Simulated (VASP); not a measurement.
# Al3Ni2 (P-3m1) in VASP: notebook

Al3Ni2 is run at these levels: r2SCAN; tasks: single point.

Everything below comes from runs of VASP 6.6.1. Logs are shortened: lines on timing, memory, paths and dates and some standing lists are left out, and cuts for length are marked.

**1. The cell of the first run**

It takes space group P-3m1 (No. 164, trigonal). The conventional cell has a = 3.979 Å, b = 3.979 Å, c = 4.831 Å, α = 90.00°, β = 90.00°, γ = 120.00°. Within 3.2 Å of Al (site symmetry -3m) lie 6 Ni at 2.40 Å and 6 Al at 2.86 Å. Al (site symmetry 3m) has 5 Ni at 2.41 to 2.50 Å and 6 Al at 2.71 to 2.86 Å within 3.2 Å. Within 3.2 Å of Ni (site symmetry 3m) lie 8 Al at 2.40 to 2.50 Å and 3 Ni at 2.70 Å.

**2. Single point, r2SCAN**

File POSCAR:

```
Al3Ni2
1.0
    3.9794459450      0.0000000000      0.0000000000
   -1.9897229725      3.4463012814      0.0000000000
    0.0000000000      0.0000000000      4.8313046404
Al Ni
3 2
Direct
    0.0000000000      0.0000000000      0.0000000000
    0.3333333333      0.6666666667      0.6480660309
    0.6666666667      0.3333333333      0.3519339691
    0.3333333333      0.6666666667      0.1463418072
    0.6666666667      0.3333333333      0.8536581928
```

File INCAR.step1:

```
SYSTEM = Al3Ni2
ALGO = Normal ; EDIFF = 1E-4
ENCUT = 520 ; GGA = PE
ISMEAR = 0 ; LASPH = .TRUE.
LCHARG = .FALSE. ; LREAL = .FALSE.
LWAVE = .TRUE. ; NBANDS = 22
NELM = 100 ; PREC = Accurate
SIGMA = 0.1
```

File INCAR.step2:

```
SYSTEM = Al3Ni2
ALGO = Normal ; EDIFF = 1E-6
ENCUT = 520 ; ISIF = 2
ISMEAR = 0 ; ISTART = 1
LASPH = .TRUE. ; LCHARG = .FALSE.
LMIXTAU = .TRUE. ; LREAL = .FALSE.
LWAVE = .FALSE. ; METAGGA = R2SCAN
NBANDS = 22 ; NELM = 100
PREC = Accurate ; SIGMA = 0.1
```

File KPOINTS:

```
k-points
0
G
  12 12 8
  0 0 0
```

Potentials or basis: VASP PAW PBE potentials, release 64 (Al, Ni).

On the command line:

```console
$ cat potpaw_PBE.64/Al/POTCAR potpaw_PBE.64/Ni/POTCAR > POTCAR
$ cp INCAR.step1 INCAR
$ mpirun -np 1 vasp_std > vasp.out
$ cp INCAR.step2 INCAR
$ mpirun -np 1 vasp_std > vasp.out
```

OUTCAR:

```text
SYSTEM = Al3Ni2
   EDIFF = 1E-6
   ENCUT = 520
   ISIF = 2
   ISMEAR = 0
   ISTART = 1
   LASPH = .TRUE.
   LREAL = .FALSE.
   METAGGA = R2SCAN
   NELM = 100
   PREC = Accurate

 ion  position               nearest neighbor table
   1  0.000  0.000  0.000-   4 2.40   5 2.40   5 2.40   4 2.40   5 2.40   4 2.40   2 2.86   3 2.86
                             2 2.86   3 2.86   3 2.86   2 2.86
   2  0.333  0.667  0.648-   4 2.41   4 2.42   5 2.50   5 2.50   5 2.50   3 2.71   3 2.71   3 2.71
                             1 2.86   1 2.86   1 2.86
   3  0.667  0.333  0.352-   5 2.41   5 2.42   4 2.50   4 2.50   4 2.50   2 2.71   2 2.71   2 2.71
                             1 2.86   1 2.86   1 2.86
   4  0.333  0.667  0.146-   1 2.40   1 2.40   1 2.40   2 2.41   2 2.42   3 2.50   3 2.50   3 2.50
                             5 2.70   5 2.70   5 2.70
   5  0.667  0.333  0.854-   1 2.40   1 2.40   1 2.40   3 2.41   3 2.42   2 2.50   2 2.50   2 2.50
                             4 2.70   4 2.70   4 2.70

  LATTYP: Found a hexagonal cell.
 ALAT       =     3.9794459450
 C/A-ratio  =     1.2140646480

  Lattice vectors:

 A1 = (   3.9794459450,   0.0000000000,   0.0000000000)
 A2 = (  -1.9897229725,   3.4463012814,   0.0000000000)
 A3 = (   0.0000000000,   0.0000000000,   4.8313046404)

Analysis of symmetry for initial positions (statically):
=====================================================================
 Subroutine PRICEL returns:
 Original cell was already a primitive cell.

 Routine SETGRP: Setting up the symmetry group for a
 hexagonal supercell.

 Subroutine GETGRP returns: Found 12 space group operations
 (whereof 12 operations were pure point group operations)
 out of a pool of 24 trial point group operations.

The static configuration has the point symmetry D_3d.

Analysis of symmetry for dynamics (positions and initial velocities):
=====================================================================
 Subroutine PRICEL returns:
 Original cell was already a primitive cell.

 Routine SETGRP: Setting up the symmetry group for a
 hexagonal supercell.

 Subroutine GETGRP returns: Found 12 space group operations
 (whereof 12 operations were pure point group operations)
 out of a pool of 24 trial point group operations.

The dynamic configuration has the point symmetry D_3d.

 Subroutine INISYM returns: Found 12 space group operations
 (whereof 12 operations are pure point group operations),
 and found     1 'primitive' translations

----------------------------------------------------------------------------------------

                                     Primitive cell

  volume of cell :      66.2583

  direct lattice vectors                    reciprocal lattice vectors
     3.979445945  0.000000000  0.000000000     0.251291264  0.145083079  0.000000000
    -1.989722973  3.446301281  0.000000000     0.000000000  0.290166157  0.000000000
     0.000000000  0.000000000  4.831304640     0.000000000  0.000000000  0.206983429

  length of vectors
     3.979445945  3.979445945  4.831304640     0.290166157  0.290166157  0.206983429

  position of ions in fractional coordinates (direct lattice)
     0.000000000  0.000000000  0.000000000
     0.333333333  0.666666667  0.648066031
     0.666666667  0.333333333  0.351933969
     0.333333333  0.666666667  0.146341807
     0.666666667  0.333333333  0.853658193

  ion indices of the primitive-cell ions
   primitive index   ion index
                 1           1
                 2           2
                 3           3
                 4           4
                 5           5

----------------------------------------------------------------------------------------

 KPOINTS: k-points

Automatic generation of k-mesh.
 Grid dimensions read from file:
 generate k-points for:   12   12    8

 Generating k-lattice:

  Cartesian coordinates                     Fractional coordinates (reciprocal lattice)
     0.020940939  0.012090257  0.000000000     0.083333333  0.000000000  0.000000000
     0.000000000  0.024180513  0.000000000     0.000000000  0.083333333  0.000000000
     0.000000000  0.000000000  0.025872929     0.000000000  0.000000000  0.125000000

  Length of vectors
     0.024180513  0.024180513  0.025872929

  Shift w.r.t. Gamma in fractional coordinates (k-lattice)
     0.000000000  0.000000000  0.000000000

 Subroutine IBZKPT returns following result:
 ===========================================

 Found    131 irreducible k-points:

 Following reciprocal coordinates:
            Coordinates               Weight
  0.000000  0.000000  0.000000      1.000000
  0.083333  0.000000  0.000000      6.000000
  0.166667  0.000000  0.000000      6.000000
  0.250000  0.000000  0.000000      6.000000
  0.333333 -0.000000  0.000000      6.000000
  0.416667 -0.000000  0.000000      6.000000
[... 16 lines left out ...]
  0.166667  0.000000  0.125000      6.000000
  0.000000  0.166667  0.125000      6.000000
 [... further k-points ...]
   k-points           NKPTS =    131   k-points in BZ     NKDIM =    131   number of bands    NBANDS=     22
   number of dos      NEDOS =    301   number of ions     NIONS =      5
   total plane-waves  NPLWV =  32400
   dimension x,y,z NGX =    30 NGY =   30 NGZ =   36
   dimension x,y,z NGXF=    60 NGYF=   60 NGZF=   72
   ions per type =               3   2
   NGX,Y,Z   is equivalent  to a cutoff of  12.53, 12.53, 12.39 a.u.
   NGXF,Y,Z  is equivalent  to a cutoff of  25.07, 25.07, 24.78 a.u.
 SYSTEM =  Al3Ni2
   PREC   = accura    normal or accurate (medium, high low for compatibility)
   ISTART =      1    job   : 0-new  1-cont  2-samecut
   ICHARG =      0    charge: 1-file 2-atom 10-const
   ISPIN  =      1    spin polarized calculation?
   LNONCOLLINEAR =      F non collinear calculations
   LSORBIT =      F    spin-orbit coupling
   LASPH  =      T    aspherical Exc in radial PAW
   ENCUT  =  520.0 eV  38.22 Ry    6.18 a.u.   7.40  7.40  8.98*2*pi/ulx,y,z
   NELM   =    100;   NELMIN=  2; NELMDL=  0     # of ELM steps
   EDIFF  = 0.1E-05   stopping-criterion for ELM
   LREAL  =      F    real-space projection
   EDIFFG = 0.1E-04   stopping-criterion for IOM
   NSW    =      0    number of steps for IOM
   IBRION =     -1    ionic relax: 0-MD 1-quasi-New 2-CG
   NFREE  =      0    steps in history (QN), initial steepest desc. (CG)
   ISIF   =      2    stress and relaxation
   ISYM   =      2    0-nonsym 1-usesym 2-fastsym
   POTIM  = 0.5000    time-step for ionic-motion
   TEBEG  =    0.0;   TEEND  =   0.0 temperature during run
   PSTRESS=    0.0 pullay stress
   NELECT =      29.0000    total number of electrons
   NUPDOWN=      -1.0000    fix difference up-down
   EMIN   =  10.00;   EMAX   =-10.00  energy-range for DOS
   EFERMI =   0.00;   METHOD = LEGACY
   ISMEAR =     0;   SIGMA  =   0.10  broadening in eV -4-tet -1-fermi 0-gaus
   EFERMI_NEDOS =   21; number of points for ismear=-14 and -15
   IALGO  =     38    algorithm
   IMIX   =      4    mixing-type and parameters
     AMIX     =   0.40;   BMIX     =  1.00
     AMIX_MAG =   1.60;   BMIX_MAG =  1.00
  volume/ion in A,a.u.               =      13.25        89.43
  Fermi-wavevector in a.u.,A,eV,Ry     =   1.242970  2.348873 21.020662  1.544975
  Thomas-Fermi vector in A             =   2.377302
   LORBIT       =      0    0 simple, 1 ext, 2 COOP (PROOUT), +10 PAW based schemes
   METAGGA = R2SCAN    functional components
   LHFCALC =     F    Hartree Fock is set to
   AEXX    =    0.0000 exact exchange contribution
   IVDW    =     0    specifies the selected vdW correction
   LEPSILON=     F    determine dielectric tensor
   LRPA    =     F    only Hartree local field effects (RPA)
 non-spin polarized calculation
 Gauss-broadening in eV      SIGMA  =   0.10
  energy-cutoff  :      520.00
  volume of cell :       66.26
 maximum number of plane-waves:      1823
 NGX is ok and might be reduce to    30
   NGX = 15   NGY = 15   NGZ = 17

 number of electron      29.0000010 magnetization

 Free energy of the ion-electron system (eV)
  ---------------------------------------------------
  ext. energy  EPLUGINS =         0.00000000
  ---------------------------------------------------
  free energy    TOTEN  =       -47.34505482 eV

  energy without entropy =      -47.33930058  energy(sigma->0) =      -47.34217770

 E-fermi :   8.6932     XC(G=0): -12.1468

 val. band max:        8.6797340925   @ k =   0.1667   0.0833   0.2500
 cond. band min:       8.6969827523   @ k =   0.2500   0.0833   0.3750
 fundamental gap:      0.0172486598
 Fermi energy:         8.6931585924

 k-point     1 :       0.0000    0.0000    0.0000
  band No.  band energies     occupation
      1      -2.5291      2.00000
      2       3.1497      2.00000
      3       3.6076      2.00000
      4       4.8829      2.00000
      5       4.8829      2.00000
      6       5.5393      2.00000
[... 14 lines left out ...]
     21      16.2380      0.00000
     22      16.2977      0.00000

 k-point     2 :       0.0833    0.0000    0.0000
  band No.  band energies     occupation
      1      -2.4361      2.00000
      2       3.2077      2.00000
      3       3.6431      2.00000
      4       4.8406      2.00000
      5       4.9191      2.00000
      6       5.4887      2.00000
[... 14 lines left out ...]
     21      15.6289      0.00000
     22      15.7309      0.00000

 k-point     3 :       0.1667    0.0000    0.0000
  band No.  band energies     occupation
      1      -2.1587      2.00000
      2       3.3652      2.00000
      3       3.7153      2.00000
      4       4.6909      2.00000
      5       5.0263      2.00000
      6       5.3358      2.00000
[... 14 lines left out ...]
     21      15.3184      0.00000
     22      15.7422      0.00000
[... 476 lines left out ...]
 k-point    23 :       0.1667    0.0000    0.1250
  band No.  band energies     occupation
      1      -2.0565      2.00000
      2       2.5676      2.00000
      3       4.1048      2.00000
      4       4.7734      2.00000
      5       5.0306      2.00000
      6       5.3508      2.00000
[... 14 lines left out ...]
     21      15.3643      0.00000
     22      16.2525      0.00000

 k-point    24 :       0.0000    0.1667    0.1250
  band No.  band energies     occupation
      1      -2.0569      2.00000
      2       2.5732      2.00000
      3       4.1822      2.00000
      4       4.6827      2.00000
      5       4.9899      2.00000
      6       5.3760      2.00000
[... 14 lines left out ...]
     21      15.4533      0.00000
     22      15.8023      0.00000

 [... further k-points ...]

------------------------ aborting loop because EDIFF is reached ----------------------------------------

  FORCE on cell =-STRESS in cart. coord.  units (eV):
  Direction    XX          YY          ZZ          XY          YZ          ZX
  --------------------------------------------------------------------------------------
  -------------------------------------------------------------------------------------
  Total        1.1327248      1.1327248      1.1500460      0.0000000     -0.0000000      0.0000000
  in kB       27.3901699     27.3901699     27.8090095      0.0000000     -0.0000000      0.0000000
  external PRESSURE =      27.5297831 kB  Pullay stress =       0.0000000 kB

 VOLUME and BASIS-vectors are now :
 -----------------------------------------------------------------------------
  energy-cutoff  :      520.00
  volume of cell :       66.26
      direct lattice vectors                 reciprocal lattice vectors
     3.979445945  0.000000000  0.000000000     0.251291264  0.145083079  0.000000000
    -1.989722973  3.446301281  0.000000000     0.000000000  0.290166157  0.000000000
     0.000000000  0.000000000  4.831304640     0.000000000  0.000000000  0.206983429

 POSITION                                       TOTAL-FORCE (eV/Angst)
 -----------------------------------------------------------------------------------
      0.00000      0.00000      0.00000         0.000000      0.000000      0.000000
     -0.00000      2.29753      3.13100        -0.000000      0.000000     -0.000650
      1.98972      1.14877      1.70030         0.000000     -0.000000      0.000650
     -0.00000      2.29753      0.70702         0.000000      0.000000      0.028473
      1.98972      1.14877      4.12428         0.000000      0.000000     -0.028473
 -----------------------------------------------------------------------------------
    total drift:                                0.000000      0.000000     -0.000000

  FREE ENERGIE OF THE ION-ELECTRON SYSTEM (eV)
  ---------------------------------------------------
  free  energy   TOTEN  =       -47.3450548245 eV

  energy  without entropy=      -47.3393005779  energy(sigma->0) =      -47.34217770
```

Run time: 10 min. Hardware: 1 thread of Intel Xeon Platinum 8375C at 2.90GHz (Ice Lake), shared host; peak memory 0.29 GiB.

What came out:

- Free energy: -47.3451 eV
- Pressure: 2.8 GPa
- Largest force: 0.028 eV/Å
- Band gap on the k mesh: zero (an odd number of electrons rules out a gap without spin polarisation)

Forces on the atoms (eV/Å):
```
Al   0.000  0.000  0.000
Al   0.000  0.000 -0.001
Al   0.000  0.000  0.001
Ni   0.000  0.000  0.028
Ni   0.000  0.000 -0.028
```

Levels at points of the mesh, in eV from the Fermi level:
```csv
k point,band 12,band 13,band 14,band 15,band 16,band 17,band 18,band 19
"(0.00, 0.00, 0.00)",-1.76,-1.36,1.31,1.31,3.34,3.34,5.09,5.33
"(0.50, 0.00, 0.00)",-1.96,-1.64,-1.64,-1.36,1.52,2.37,2.52,5.02
"(0.00, 0.00, 0.50)",-1.88,2.91,2.91,2.97,2.97,3.43,4.58,4.65
"(0.50, 0.00, 0.50)",-1.86,-1.82,-1.10,-0.40,1.65,2.42,3.58,6.89
```

Caveat: the PAW data sets were made with another functional, which shifts forces and pressure a little.

**3. Single point, r2SCAN**

This run uses another cell than the first one, of 13.52 Å³/atom.

File POSCAR:

```
Al3Ni2
1.0
    4.0067213728      0.0000000000      0.0000000000
   -2.0033606864      3.4699224948      0.0000000000
    0.0000000000      0.0000000000      4.8615270369
Al Ni
3 2
Direct
    0.0000000000      0.0000000000      0.0000000000
    0.3333333333      0.6666666667      0.6484376368
    0.6666666667      0.3333333333      0.3515623632
    0.3333333333      0.6666666667      0.1462123367
    0.6666666667      0.3333333333      0.8537876633
```

File INCAR.step1:

```
ALGO = Normal ; EDIFF = 1E-4
ENCUT = 520 ; GGA = PE
ISMEAR = 0 ; LASPH = T
LCHARG = F ; LREAL = F
LWAVE = T ; NBANDS = 22
NELM = 80 ; PREC = Accurate
SIGMA = 0.1
```

File INCAR.step2:

```
ALGO = Normal ; EDIFF = 1E-6
ENCUT = 520 ; ISIF = 2
ISMEAR = 0 ; ISTART = 1
LASPH = T ; LCHARG = F
LMIXTAU = T ; LREAL = F
LWAVE = F ; METAGGA = R2SCAN
NBANDS = 22 ; NELM = 80
PREC = Accurate ; SIGMA = 0.1
```

File KPOINTS:

```
k-points
0
Gamma
  12 12 8
```

Potentials or basis: VASP PAW PBE potentials, release 64 (Al, Ni).

On the command line:

```console
$ cat potpaw_PBE.64/Al/POTCAR potpaw_PBE.64/Ni/POTCAR > POTCAR
$ cp INCAR.step1 INCAR
$ mpirun -np 1 vasp_std > vasp.out
$ cp INCAR.step2 INCAR
$ mpirun -np 1 vasp_std > vasp.out
```

Run time: 10 min. Hardware: 1 thread of Intel Xeon Platinum 8375C at 2.90GHz (Ice Lake), shared host; peak memory 0.3 GiB.

Results (log left out):

| Property | Result |
| --- | --- |
| Free energy | -47.3554 eV |
| Pressure | -0.2 GPa |
| Largest force | 0.018 eV/Å |
| Band gap on the k mesh | zero (an odd number of electrons rules out a gap without spin polarisation) |

Forces on the atoms (eV/Å):
```
Al   0.000  0.000  0.000
Al   0.000  0.000  0.002
Al   0.000  0.000 -0.002
Ni   0.000  0.000  0.018
Ni   0.000  0.000 -0.018
```

Levels at points of the mesh, in eV from the Fermi level:
```
           k point  band 11  band 12  band 13  band 14  band 15  band 16  band 17  band 18  band 19  band 20
(0.00, 0.00, 0.00)    -1.72    -1.72    -1.33     1.29     1.29     3.29     3.29     4.98     5.17     7.43
(0.50, 0.00, 0.00)    -2.15    -1.91    -1.60    -1.60    -1.33     1.48     2.30     2.46     4.96     5.56
(0.00, 0.00, 0.50)    -1.84    -1.84     2.87     2.87     2.95     2.95     3.43     4.50     4.55     4.55
(0.50, 0.00, 0.50)    -1.96    -1.81    -1.78    -1.07    -0.39     1.62     2.38     3.48     6.83     7.79
```

Caveat: the PAW data sets were made with another functional, which shifts forces and pressure a little. Spin polarisation is off, so any magnetic state and its effect on volume and gap are missing.

**4. Single point, r2SCAN**

This run uses another cell than the first one, of 13.81 Å³/atom.

File POSCAR:

```
Al3Ni2
1.0
    4.0364401867      0.0000000000      0.0000000000
   -2.0182200934      3.4956597426      0.0000000000
    0.0000000000      0.0000000000      4.8942689842
Al Ni
3 2
Direct
    0.0000000000      0.0000000000      0.0000000000
    0.3333333333      0.6666666667      0.6488167574
    0.6666666667      0.3333333333      0.3511832426
    0.3333333333      0.6666666667      0.1459009951
    0.6666666667      0.3333333333      0.8540990049
```

INCAR.step1, as its differences from that of step 3:

```diff
@@ -5,3 +5,3 @@
 LWAVE = T ; NBANDS = 22
-NELM = 80 ; PREC = Accurate
+NELM = 100 ; PREC = Accurate
 SIGMA = 0.1
```

File INCAR.step2:

```
ALGO = Normal ; EDIFF = 1E-6
ENCUT = 520 ; ISIF = 2
ISMEAR = 0 ; ISTART = 1
LASPH = T ; LCHARG = T
LELF = T ; LMIXTAU = T
LREAL = F ; LVHAR = T
LWAVE = F ; METAGGA = R2SCAN
NBANDS = 22 ; NELM = 100
PREC = Accurate ; SIGMA = 0.1
```

KPOINTS is that of step 3.

On the command line:

```console
$ cat potpaw_PBE.64/Al/POTCAR potpaw_PBE.64/Ni/POTCAR > POTCAR
$ cp INCAR.step1 INCAR
$ mpirun -np 1 vasp_std > vasp.out
$ cp INCAR.step2 INCAR
$ mpirun -np 1 vasp_std > vasp.out
```

It took 7.3 min on 1 thread of Intel Xeon Platinum 8375C at 2.90GHz (Ice Lake), shared host; peak memory 0.3 GiB.

Results (log left out):

```yaml
Free_energy: -47.3394 eV
Pressure: -3.0 GPa
Largest_force: 0.019 eV/Å
Band_gap_on_the_k_mesh: zero (an odd number of electrons rules out a gap without spin polarisation)
```

Forces on the atoms (eV/Å):
```
Al   0.000  0.000  0.000
Al   0.000  0.000  0.004
Al   0.000  0.000 -0.004
Ni   0.000  0.000  0.019
Ni   0.000  0.000 -0.019
```

Levels at points of the mesh, in eV from the Fermi level:
```
           k point  band 11  band 12  band 13  band 14  band 15  band 16  band 17  band 18  band 19  band 20
(0.00, 0.00, 0.00)    -1.67    -1.67    -1.29     1.27     1.27     3.23     3.23     4.85     5.00     7.31
(0.50, 0.00, 0.00)    -2.11    -1.86    -1.56    -1.56    -1.31     1.44     2.22     2.42     4.90     5.47
(0.00, 0.00, 0.50)    -1.79    -1.79     2.83     2.83     2.93     2.93     3.43     4.40     4.45     4.45
(0.50, 0.00, 0.50)    -1.91    -1.76    -1.73    -1.05    -0.38     1.60     2.33     3.38     6.77     7.66
```

Caveat: the cell stands under tension; the PAW data sets were made with another functional, which shifts forces and pressure a little.

**5. The runs side by side**

```tsv
cell	gap on the mesh (eV)	pressure (GPa)	largest force (eV/Å)
a = 3.979, b = 3.979, c = 4.831 Å, angles 90.0, 90.0, 120.0°, 5 atoms	none	2.8	0.03
a = 4.007, b = 4.007, c = 4.862 Å, angles 90.0, 90.0, 120.0°, 5 atoms	none	-0.2	0.02
a = 4.036, b = 4.036, c = 4.894 Å, angles 90.0, 90.0, 120.0°, 5 atoms	none	-3.0	0.02
```

Alike in all rows: task single point; level r2SCAN; potentials or basis VASP PAW PBE potentials, release 64 (Al, Ni); no spin polarisation; k mesh 12 × 12 × 8; cutoff (eV) 520; smearing gaussian 0.1 eV.

Caveats: the PAW data sets were made with another functional, which shifts forces and pressure a little; the cell stands under tension (at least some runs).

Total energies depend on the potentials used, so only differences within one code and one set of settings carry meaning.
